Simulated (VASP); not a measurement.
Set up this calculation in VASP 6.6.1, as the native input.

```
Task                   : single point
Functional             : PBE
Dispersion             : D4
Potentials or basis    : VASP PAW PBE potentials, release 64 (Au)
Cutoff                 : 520 eV
k mesh                 : 11 × 11 × 11
Occupations            : fermi-dirac, width 0.05 eV
Spin                   : no spin polarisation
Dipole correction      : no
Further INCAR settings : ALGO = Fast; EDIFF = 1e-07; NBANDS = 12
```

The structure of Au lies in POSCAR:

```
Au
1.0
    0.0000000000      2.0350000000      2.0350000000
    2.0350000000      0.0000000000      2.0350000000
    2.0350000000      2.0350000000      0.0000000000
Au
1
Direct
    0.0000000000      0.0000000000      0.0000000000
```

One way to write it, as run:

INCAR

```
  ALGO = Fast
  EDIFF = 1E-7
  ENCUT = 520
  GGA = PE
  ISIF = 2
  ISMEAR = -1
  IVDW = 13
  LASPH = True
  LCHARG = True
  LELF = True
  LREAL = False
  LVHAR = True
  LWAVE = False
  NBANDS = 12
  NELM = 80
  PREC = Accurate
  SIGMA = 0.05
```

KPOINTS

```
k-points
0
Gamma
  11 11 11
```

Potentials or basis: VASP PAW PBE potentials, release 64 (Au).

Command:

```console
$ cat potpaw_PBE.64/Au/POTCAR > POTCAR
$ mpirun -np 1 vasp_std > vasp.out
```

It gave:

```json
{
  "Pressure": "4.5 GPa",
  "Dispersion energy per atom": "-0.685 eV"
}
```

Caveat: pairwise dispersion overbinds metals, which lowers pressure and volume.

It took 14 s on 1 thread of Intel(R) Xeon(R) Platinum 8259CL CPU @ 2.50GHz (Skylake/Cascade Lake), with other jobs on the host, peak memory 0.14 GiB.
